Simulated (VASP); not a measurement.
A run of VASP 6.6.1 is set up as follows.

Contents of INCAR:

```
  PREC = Accurate
  ENCUT = 520
  EDIFF = 1E-6
  ISMEAR = -1
  SIGMA = 0.05
  LREAL = F
  LASPH = T
  NELM = 150
  ALGO = Normal
  ISIF = 2
  LWAVE = F
  LCHARG = F
  MAGMOM = 0 0 0 0 0 0 2.309 2.309 2.309 2.309 2.309 2.309
  LORBIT = 11
  LSORBIT = T
  GGA_COMPAT = F
  LORBMOM = T
  LMAXMIX = 4
  GGA = PS
  NBANDS = 50
```

Contents of KPOINTS:

```
regular mesh
0
Gamma
  5 5 4
```

Contents of POSCAR:

```
MnSb
1.0
    4.1500000000      0.0000000000      0.0000000000
   -2.0750000000      3.5940054257      0.0000000000
    0.0000000000      0.0000000000      5.7800000000
Sb Mn
2 2
Direct
    0.6666666667      0.3333333333      0.7500000000
    0.3333333333      0.6666666667      0.2500000000
    0.0000000000      0.0000000000      0.5000000000
    0.0000000000      0.0000000000      0.0000000000
```

Potentials or basis: VASP PAW PBE potentials, release 64 (Sb, Mn_pv).

Run with:

```bash
$ cat potpaw_PBE.64/Sb/POTCAR potpaw_PBE.64/Mn_pv/POTCAR > POTCAR
$ mpirun -np 1 vasp_ncl > vasp.out
```

(1) What does it give for the net moment?

(2) Estimate the pressure.

Results:

(1) 6.68 μB per cell.

(2) -7.0 GPa.

Caveat: the cell stands under tension; the PAW data sets were made with another functional, which shifts forces and pressure a little.
